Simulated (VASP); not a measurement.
# LiF (Fm-3m) in VASP: further runs

LiF is run at these levels: PBE, LDA; tasks: single point.

All numbers are computed with VASP 6.6.1; they aren't measurements. Logs are shortened: lines on timing, memory, paths and dates and some standing lists are left out, and cuts for length are marked.

## (1) The cell of the first run

Symmetry: Fm-3m, No. 225, cubic system. Conventional cell: a = 4.081 Å, b = 4.081 Å, c = 4.081 Å, α = 90.00°, β = 90.00°, γ = 90.00°. Within 2.7 Å of Li (site symmetry m-3m) lie 6 F at 2.04 Å. F (site symmetry m-3m) has 6 Li at 2.04 Å within 2.7 Å.

## (2) Single point, PBE (volume scaled by 1.04)

File INCAR:

```
ALGO     = Normal         # electronic algorithm
EDIFF    = 1E-6           # SCF threshold, eV
ENCUT    = 520            # plane-wave cutoff, eV
GGA      = PE             # functional
ISIF     = 2              # what is computed and relaxed
ISMEAR   = -1             # smearing method
LASPH    = T              # aspherical terms in the spheres
LCHARG   = T              # write CHGCAR
LELF     = T              # ELF
LREAL    = F              # projectors in reciprocal space
LVHAR    = T            
LWAVE    = F              # write WAVECAR
NBANDS   = 12             # bands
NELM     = 60             # most SCF steps
PREC     = Accurate       # precision mode
SIGMA    = 0.03           # smearing width, eV
```

File KPOINTS:

```
k-points
0
Gamma
  10 10 10
```

File POSCAR:

```
LiF
1.0
    0.0000000000      2.0405030393      2.0405030393
    2.0405030393      0.0000000000      2.0405030393
    2.0405030393      2.0405030393      0.0000000000
Li F
1 1
Direct
    0.0000000000      0.0000000000      0.0000000000
    0.5000000000      0.5000000000      0.5000000000
```

Potentials or basis: VASP PAW PBE potentials, release 64 (Li_sv, F).

Launch:

```
cat potpaw_PBE.64/Li_sv/POTCAR potpaw_PBE.64/F/POTCAR > POTCAR
mpirun -np 1 vasp_std > vasp.out
```

OUTCAR:

```text
EDIFF = 1E-6
   ENCUT = 520
   GGA = PE
   ISIF = 2
   ISMEAR = -1
   LASPH = T
   LREAL = F
   NELM = 60
   PREC = Accurate

 ion  position               nearest neighbor table
   1  0.000  0.000  0.000-   2 2.04   2 2.04   2 2.04   2 2.04   2 2.04   2 2.04
   2  0.500  0.500  0.500-   1 2.04   1 2.04   1 2.04   1 2.04   1 2.04   1 2.04

  LATTYP: Found a face centered cubic cell.
 ALAT       =     4.0810060786

  Lattice vectors:

 A1 = (   0.0000000000,   2.0405030393,   2.0405030393)
 A2 = (   2.0405030393,   0.0000000000,   2.0405030393)
 A3 = (   2.0405030393,   2.0405030393,   0.0000000000)

Analysis of symmetry for initial positions (statically):
=====================================================================
 Subroutine PRICEL returns:
 Original cell was already a primitive cell.

 Routine SETGRP: Setting up the symmetry group for a
 face centered cubic supercell.

 Subroutine GETGRP returns: Found 48 space group operations
 (whereof 48 operations were pure point group operations)
 out of a pool of 48 trial point group operations.

The static configuration has the point symmetry O_h .

Analysis of symmetry for dynamics (positions and initial velocities):
=====================================================================
 Subroutine PRICEL returns:
 Original cell was already a primitive cell.

 Routine SETGRP: Setting up the symmetry group for a
 face centered cubic supercell.

 Subroutine GETGRP returns: Found 48 space group operations
 (whereof 48 operations were pure point group operations)
 out of a pool of 48 trial point group operations.

The dynamic configuration has the point symmetry O_h .

 Subroutine INISYM returns: Found 48 space group operations
 (whereof 48 operations are pure point group operations),
 and found     1 'primitive' translations

----------------------------------------------------------------------------------------

                                     Primitive cell

  volume of cell :      16.9919

  direct lattice vectors                    reciprocal lattice vectors
     0.000000000  2.040503039  2.040503039    -0.245037616  0.245037616  0.245037616
     2.040503039  0.000000000  2.040503039     0.245037616 -0.245037616  0.245037616
     2.040503039  2.040503039  0.000000000     0.245037616  0.245037616 -0.245037616

  length of vectors
     2.885707072  2.885707072  2.885707072     0.424417601  0.424417601  0.424417601

  position of ions in fractional coordinates (direct lattice)
     0.000000000  0.000000000  0.000000000
     0.500000000  0.500000000  0.500000000

  ion indices of the primitive-cell ions
   primitive index   ion index
                 1           1
                 2           2

----------------------------------------------------------------------------------------

 KPOINTS: k-points

Automatic generation of k-mesh.
 Grid dimensions read from file:
 generate k-points for:   10   10   10

 Generating k-lattice:

  Cartesian coordinates                     Fractional coordinates (reciprocal lattice)
    -0.024503762  0.024503762  0.024503762     0.100000000  0.000000000  0.000000000
     0.024503762 -0.024503762  0.024503762     0.000000000  0.100000000  0.000000000
     0.024503762  0.024503762 -0.024503762     0.000000000  0.000000000  0.100000000

  Length of vectors
     0.042441760  0.042441760  0.042441760

  Shift w.r.t. Gamma in fractional coordinates (k-lattice)
     0.000000000  0.000000000  0.000000000

 Subroutine IBZKPT returns following result:
 ===========================================

 Found     47 irreducible k-points:

 Following reciprocal coordinates:
            Coordinates               Weight
  0.000000  0.000000  0.000000      1.000000
  0.100000  0.000000  0.000000      8.000000
  0.200000  0.000000  0.000000      8.000000
  0.300000  0.000000  0.000000      8.000000
  0.400000  0.000000  0.000000      8.000000
  0.500000  0.000000  0.000000      4.000000
[... 16 lines left out ...]
  0.300000  0.300000  0.000000      6.000000
  0.400000  0.300000  0.000000     24.000000
 [... further k-points ...]
   k-points           NKPTS =     47   k-points in BZ     NKDIM =     47   number of bands    NBANDS=     12
   number of dos      NEDOS =    301   number of ions     NIONS =      2
   total plane-waves  NPLWV =  13824
   dimension x,y,z NGX =    24 NGY =   24 NGZ =   24
   dimension x,y,z NGXF=    48 NGYF=   48 NGZF=   48
   ions per type =               1   1
   NGX,Y,Z   is equivalent  to a cutoff of  13.83, 13.83, 13.83 a.u.
   NGXF,Y,Z  is equivalent  to a cutoff of  27.65, 27.65, 27.65 a.u.
 SYSTEM =  unknown system
   PREC   = accura    normal or accurate (medium, high low for compatibility)
   ISTART =      0    job   : 0-new  1-cont  2-samecut
   ICHARG =      2    charge: 1-file 2-atom 10-const
   ISPIN  =      1    spin polarized calculation?
   LNONCOLLINEAR =      F non collinear calculations
   LSORBIT =      F    spin-orbit coupling
   LASPH  =      T    aspherical Exc in radial PAW
   ENCUT  =  520.0 eV  38.22 Ry    6.18 a.u.   5.37  5.37  5.37*2*pi/ulx,y,z
   NELM   =     60;   NELMIN=  2; NELMDL= -5     # of ELM steps
   EDIFF  = 0.1E-05   stopping-criterion for ELM
   LREAL  =      F    real-space projection
   EDIFFG = 0.1E-04   stopping-criterion for IOM
   NSW    =      0    number of steps for IOM
   IBRION =     -1    ionic relax: 0-MD 1-quasi-New 2-CG
   NFREE  =      0    steps in history (QN), initial steepest desc. (CG)
   ISIF   =      2    stress and relaxation
   ISYM   =      2    0-nonsym 1-usesym 2-fastsym
   POTIM  = 0.5000    time-step for ionic-motion
   TEBEG  =    0.0;   TEEND  =   0.0 temperature during run
   PSTRESS=    0.0 pullay stress
   NELECT =      10.0000    total number of electrons
   NUPDOWN=      -1.0000    fix difference up-down
   EMIN   =  10.00;   EMAX   =-10.00  energy-range for DOS
   EFERMI =   0.00;   METHOD = LEGACY
   ISMEAR =    -1;   SIGMA  =   0.03  broadening in eV -4-tet -1-fermi 0-gaus
   EFERMI_NEDOS =   21; number of points for ismear=-14 and -15
   IALGO  =     38    algorithm
   IMIX   =      4    mixing-type and parameters
     AMIX     =   0.40;   BMIX     =  1.00
     AMIX_MAG =   1.60;   BMIX_MAG =  1.00
  volume/ion in A,a.u.               =       8.50        57.33
  Fermi-wavevector in a.u.,A,eV,Ry     =   1.371916  2.592546 25.608261  1.882154
  Thomas-Fermi vector in A             =   2.497570
   LORBIT       =      0    0 simple, 1 ext, 2 COOP (PROOUT), +10 PAW based schemes
   GGA     = PE    functional components
   LHFCALC =     F    Hartree Fock is set to
   AEXX    =    0.0000 exact exchange contribution
   IVDW    =     0    specifies the selected vdW correction
   LEPSILON=     F    determine dielectric tensor
   LRPA    =     F    only Hartree local field effects (RPA)
 non-spin polarized calculation
  energy-cutoff  :      520.00
  volume of cell :       16.99
 maximum number of plane-waves:       469
 NGX is ok and might be reduce to    24
   NGX = 11   NGY = 11   NGZ = 11

 number of electron      10.0000000 magnetization

 number of electron       9.9999994 magnetization

 Free energy of the ion-electron system (eV)
  ---------------------------------------------------
  ext. energy  EPLUGINS =         0.00000000
  ---------------------------------------------------
  free energy    TOTEN  =        -9.64059206 eV

  energy without entropy =       -9.64059206  energy(sigma->0) =       -9.64059206

 E-fermi :  -0.4088     XC(G=0):  -9.7929

 val. band max:       -1.2494819442   @ k =   0.0000   0.0000   0.0000
 cond. band min:       7.4980261186   @ k =   0.0000   0.0000   0.0000
 fundamental gap:      8.7475080628
 Fermi energy:        -0.4087710827

 k-point     1 :       0.0000    0.0000    0.0000
  band No.  band energies     occupation
      1     -42.2621      2.00000
      2     -21.1182      2.00000
      3      -1.2495      2.00000
      4      -1.2495      2.00000
      5      -1.2495      2.00000
      6       7.4980      0.00000
      7      22.2017      0.00000
      8      22.2017      0.00000
      9      22.2017      0.00000
     10      22.6883      0.00000
     11      22.6883      0.00000
     12      22.6883      0.00000

 k-point     2 :       0.1000    0.0000    0.0000
  band No.  band energies     occupation
      1     -42.2575      2.00000
      2     -21.0819      2.00000
      3      -1.5256      2.00000
      4      -1.2711      2.00000
      5      -1.2711      2.00000
      6       7.7923      0.00000
      7      19.6559      0.00000
      8      21.0225      0.00000
      9      21.0225      0.00000
     10      23.6703      0.00000
     11      23.6800      0.00000
     12      23.6800      0.00000

 k-point     3 :       0.2000    0.0000    0.0000
  band No.  band energies     occupation
      1     -42.2452      2.00000
      2     -20.9847      2.00000
      3      -2.1853      2.00000
      4      -1.3266      2.00000
      5      -1.3266      2.00000
      6       8.4531      0.00000
      7      17.2225      0.00000
      8      19.5785      0.00000
      9      19.5785      0.00000
     10      24.5993      0.00000
     11      25.0018      0.00000
     12      25.0018      0.00000

 k-point     4 :       0.3000    0.0000    0.0000
  band No.  band energies     occupation
      1     -42.2300      2.00000
      2     -20.8599      2.00000
      3      -2.9127      2.00000
      4      -1.3929      2.00000
      5      -1.3929      2.00000
      6       9.0443      0.00000
      7      15.7189      0.00000
      8      18.3752      0.00000
      9      18.3752      0.00000
     10      25.8984      0.00000
     11      26.6280      0.00000
     12      26.6280      0.00000

 k-point     5 :       0.4000    0.0000    0.0000
  band No.  band energies     occupation
      1     -42.2176      2.00000
      2     -20.7549      2.00000
      3      -3.4527      2.00000
      4      -1.4448      2.00000
      5      -1.4448      2.00000
      6       9.2895      0.00000
      7      15.1292      0.00000
      8      17.5987      0.00000
      9      17.5987      0.00000
     10      27.4159      0.00000
     11      28.2838      0.00000
     12      28.2838      0.00000
[... 228 lines left out ...]
      1     -42.2136      2.00000
      2     -20.6939      2.00000
      3      -3.1555      2.00000
      4      -2.3343      2.00000
      5      -1.4784      2.00000
      6      10.4038      0.00000
      7      14.3368      0.00000
      8      17.7048      0.00000
      9      17.8143      0.00000
     10      27.0338      0.00000
     11      27.3346      0.00000
     12      27.5581      0.00000

 k-point    22 :      -0.2000    0.2000    0.0000
  band No.  band energies     occupation
      1     -42.2250      2.00000
      2     -20.8046      2.00000
      3      -2.7815      2.00000
      4      -2.0630      2.00000
      5      -1.3526      2.00000
      6       9.7141      0.00000
      7      15.1360      0.00000
      8      18.1130      0.00000
      9      18.3757      0.00000
     10      25.5547      0.00000
     11      25.8210      0.00000
     12      28.2603      0.00000

 k-point    23 :       0.3000    0.3000    0.0000
  band No.  band energies     occupation
      1     -42.2206      2.00000
      2     -20.7319      2.00000
      3      -3.0589      2.00000
      4      -1.8736      2.00000
      5      -1.8736      2.00000
      6      10.6440      0.00000
      7      16.4574      0.00000
      8      17.3911      0.00000
      9      18.7300      0.00000
     10      18.7300      0.00000
     11      32.3172      0.00000
     12      32.6847      0.00000

 k-point    24 :       0.4000    0.3000    0.0000
  band No.  band energies     occupation
      1     -42.2114      2.00000
      2     -20.6313      2.00000
      3      -3.4483      2.00000
      4      -2.0720      2.00000
      5      -1.9664      2.00000
      6      11.4694      0.00000
      7      15.2942      0.00000
      8      16.8738      0.00000
      9      18.4817      0.00000
     10      19.5447      0.00000
     11      31.7813      0.00000
     12      32.9702      0.00000

 [... further k-points ...]
[... 5 lines left out ...]
  --------------------------------------------------------------------------------------
  -------------------------------------------------------------------------------------
  Total       -0.1159983     -0.1159983     -0.1159983      0.0000000      0.0000000      0.0000000
  in kB      -10.9375649    -10.9375649    -10.9375649      0.0000000      0.0000000      0.0000000
  external PRESSURE =     -10.9375649 kB  Pullay stress =       0.0000000 kB

 VOLUME and BASIS-vectors are now :
 -----------------------------------------------------------------------------
  energy-cutoff  :      520.00
  volume of cell :       16.99
      direct lattice vectors                 reciprocal lattice vectors
     0.000000000  2.040503039  2.040503039    -0.245037616  0.245037616  0.245037616
     2.040503039  0.000000000  2.040503039     0.245037616 -0.245037616  0.245037616
     2.040503039  2.040503039  0.000000000     0.245037616  0.245037616 -0.245037616

 POSITION                                       TOTAL-FORCE (eV/Angst)
 -----------------------------------------------------------------------------------
      0.00000      0.00000      0.00000         0.000000      0.000000     -0.000000
      2.04050      2.04050      2.04050        -0.000000     -0.000000      0.000000
 -----------------------------------------------------------------------------------
    total drift:                               -0.000000     -0.000000      0.000000

  FREE ENERGIE OF THE ION-ELECTRON SYSTEM (eV)
  ---------------------------------------------------
  free  energy   TOTEN  =        -9.6405920646 eV

  energy  without entropy=       -9.6405920646  energy(sigma->0) =       -9.64059206
```

Run time: 6.5 s. Hardware: 1 thread of AMD EPYC 9R45 (Zen 5), shared host; peak memory 0.1 GiB.

What came out:

* Free energy: -9.6406 eV
* Band gap on the k mesh: 8.75 eV, direct

Levels at points of the mesh, in eV from the valence-band top:
| k point | band 1 | band 2 | band 3 | band 4 | band 5 | band 6 | band 7 | band 8 | band 9 | band 10 |
| --- | --- | --- | --- | --- | --- | --- | --- | --- | --- | --- |
| (0.00, 0.00, 0.00) | -41.01 | -19.87 | 0.00 | 0.00 | 0.00 | 8.75 | 23.45 | 23.45 | 23.45 | 23.94 |
| (0.50, 0.00, 0.00) | -40.96 | -19.46 | -2.40 | -0.21 | -0.21 | 10.57 | 16.28 | 18.58 | 18.58 | 29.66 |
| (0.50, 0.50, 0.00) | -40.95 | -19.23 | -2.84 | -0.94 | -0.94 | 14.45 | 16.29 | 16.98 | 19.78 | 19.78 |

Caveat: the cell differs from its parent crystal (volume scaled by 1.04); the cutoff is under 1.25 times the usual one of these potentials, so pressure, stress and relaxed cells hold a basis-set (Pulay) error. A k mesh can miss the band edges.

## (3) Single point, LDA

This run uses another cell than the first one, of 8.17 Å³/atom, 0.962 times its volume.

File INCAR:

```
SYSTEM = LiF
ALGO     = Normal         ! electronic algorithm
EDIFF    = 1E-6           ! SCF threshold, eV
ENCUT    = 520            ! plane-wave cutoff, eV
ISIF     = 2              ! what is computed and relaxed
ISMEAR   = -1             ! smearing method
LASPH    = .TRUE.         ! aspherical terms in the spheres
LCHARG   = .FALSE.        ! write CHGCAR
LREAL    = .FALSE.        ! projectors in reciprocal space
LWAVE    = .FALSE.        ! write WAVECAR
NBANDS   = 12             ! bands
NELM     = 60             ! most SCF steps
PREC     = Accurate       ! precision mode
SIGMA    = 0.03           ! smearing width, eV
```

File KPOINTS:

```
k-points
0
G
  10 10 10
  0 0 0
```

File POSCAR:

```
LiF
1.0
    0.0000000000      2.0140000000      2.0140000000
    2.0140000000      0.0000000000      2.0140000000
    2.0140000000      2.0140000000      0.0000000000
Li F
1 1
Direct
    0.0000000000      0.0000000000      0.0000000000
    0.5000000000      0.5000000000      0.5000000000
```

Potentials or basis: VASP PAW LDA potentials, release 64 (Li_sv, F).

Launch:

```
cat potpaw_LDA.64/Li_sv/POTCAR potpaw_LDA.64/F/POTCAR > POTCAR
mpirun -np 1 vasp_std > vasp.out
```

It took 6 s on 1 thread of Intel Xeon 6975P-C, shared host; peak memory 0.12 GiB.

It converged, with:

* Free energy: -10.4718 eV
* Band gap on the k mesh: 8.83 eV, direct

Levels at points of the mesh, in eV from the valence-band top:
```
           k point  band 3  band 4  band 5  band 6  band 7  band 8
(0.00, 0.00, 0.00)    0.00    0.00    0.00    8.83   23.46   23.46
(0.50, 0.00, 0.00)   -2.58   -0.23   -0.23   10.37   16.38   18.41
(0.50, 0.50, 0.00)   -3.12   -1.03   -1.03   14.41   16.03   17.13
```

Caveat: the cutoff is under 1.25 times the usual one of these potentials, so pressure, stress and relaxed cells hold a basis-set (Pulay) error. A k mesh can miss the band edges.
